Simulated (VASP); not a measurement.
Set up this calculation in VASP 6.6.1, as the native input.

```yaml
Task: single point
Functional: PBEsol
Potentials_or_basis: VASP PAW PBE potentials, release 64 (Al, N)
Cutoff: 600 eV
k_mesh: 10 × 10 × 10
Occupations: gaussian, width 0.02 eV
Spin: no spin polarisation
Dipole_correction: no
Further_INCAR_settings: ALGO = Normal; EDIFF = 1e-06; NBANDS = 11
```

The structure of AlN lies in POSCAR:

```
AlN
1.0
    0.0000000000      2.0021890924      2.0021890924
    2.0021890924      0.0000000000      2.0021890924
    2.0021890924      2.0021890924      0.0000000000
Al N
1 1
Direct
    0.5000000000      0.5000000000      0.5000000000
    0.0000000000      0.0000000000      0.0000000000
```

These files were run (other wordings do the same):

INCAR

```
SYSTEM = AlN
PREC     = Accurate       ! precision mode
ENCUT    = 600            ! plane-wave cutoff, eV
EDIFF    = 1E-6           ! SCF threshold, eV
ISMEAR   = 0              ! smearing method
SIGMA    = 0.02           ! smearing width, eV
LREAL    = .False.        ! projectors in reciprocal space
LASPH    = .True.         ! aspherical terms in the spheres
NELM     = 120            ! most SCF steps
ALGO     = Normal         ! electronic algorithm
ISIF     = 2              ! what is computed and relaxed
LWAVE    = .False.        ! write WAVECAR
LCHARG   = .False.        ! write CHGCAR
GGA      = PS             ! functional
NBANDS   = 11             ! bands
GGA_COMPAT= .False.
```

KPOINTS

```
regular mesh
0
Gamma
  10 10 10
  0 0 0
```

Potentials or basis: VASP PAW PBE potentials, release 64 (Al, N).

The run is started by

```console
$ cat potpaw_PBE.64/Al/POTCAR potpaw_PBE.64/N/POTCAR > POTCAR
$ mpirun -np 1 vasp_std > vasp.out
```

Results of the run:

* Pressure: 8.3 GPa
* Band gap on the k mesh: 4.84 eV (least direct gap 6.09 eV)

Caveat: the cell stands under pressure; the PAW data sets were made with another functional, which shifts forces and pressure a little.

It took 6 s on 1 thread of Intel(R) Xeon(R) Platinum 8488C (Sapphire Rapids), on a shared host, peak memory 0.13 GiB.
